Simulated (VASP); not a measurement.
Input of a VASP 6.6.1 run:

The input INCAR:

```
ALGO     = Fast           # electronic algorithm
DIPOL    = 0.5 0.5 0.361
EDIFF    = 1E-6           # SCF threshold, eV
EDIFFG   = -0.025         # ionic threshold
ENCUT    = 520            # plane-wave cutoff, eV
GGA      = PE             # functional
IBRION   = 2              # ionic algorithm
IDIPOL   = 3            
ISIF     = 2              # what is computed and relaxed
ISMEAR   = 0              # smearing method
LASPH    = T              # aspherical terms in the spheres
LCHARG   = F              # write CHGCAR
LDIPOL   = T            
LREAL    = F              # projectors in reciprocal space
LWAVE    = F              # write WAVECAR
NELM     = 60             # most SCF steps
NSW      = 36             # ionic steps
PREC     = Accurate       # precision mode
SIGMA    = 0.1            # smearing width, eV
```

The input KPOINTS:

```
k-points
0
Gamma
  8 8 1
```

The input POSCAR:

```
Si4Mo2N
1.0
    3.2169717285      0.0000000000      0.0000000000
    0.0000000000      3.2169717285      0.0000000000
    0.0000000000      0.0000000000     21.8787970046
Si Mo N
4 2 1
Selective dynamics
Direct
    0.0000000000      0.0000000000      0.1828254085  F F F
    0.0000000000      0.0000000000      0.3015081460  F F F
    0.5000000000      0.5000000000      0.3593659936  F F F
    0.5000000000      0.5000000000      0.4743769505  F F F
    0.5000000000      0.5000000000      0.2421667772  F F F
    0.0000000000      0.0000000000      0.4192862006  F F F
    0.6250000000      0.6250000000      0.5470360687  F F T
```

Potentials or basis: VASP PAW PBE potentials, release 64 (Si, Mo_sv, N).

Launch:

```console
$ cat potpaw_PBE.64/Si/POTCAR potpaw_PBE.64/Mo_sv/POTCAR potpaw_PBE.64/N/POTCAR > POTCAR
$ mpirun -np 1 vasp_std > vasp.out
```

Task: What does it give for the energy gained by relaxing?

Result: 0.2 meV/atom.

Task: Predict the band gap on the k mesh.

Result: Zero (an odd number of electrons rules out a gap without spin polarisation).

Final structure:
```xyz
7
Lattice="3.2170 0.0000 0.0000 0.0000 3.2170 0.0000 0.0000 0.0000 21.8788" Properties=species:S:1:pos:R:3 pbc="T T T"
Si    0.0000    0.0000    4.0000
Si    0.0000    0.0000    6.5966
Si    1.6085    1.6085    7.8625
Si    1.6085    1.6085   10.3788
Mo    1.6085    1.6085    5.2983
Mo    0.0000    0.0000    9.1735
N     2.0106    2.0106   11.9573
```
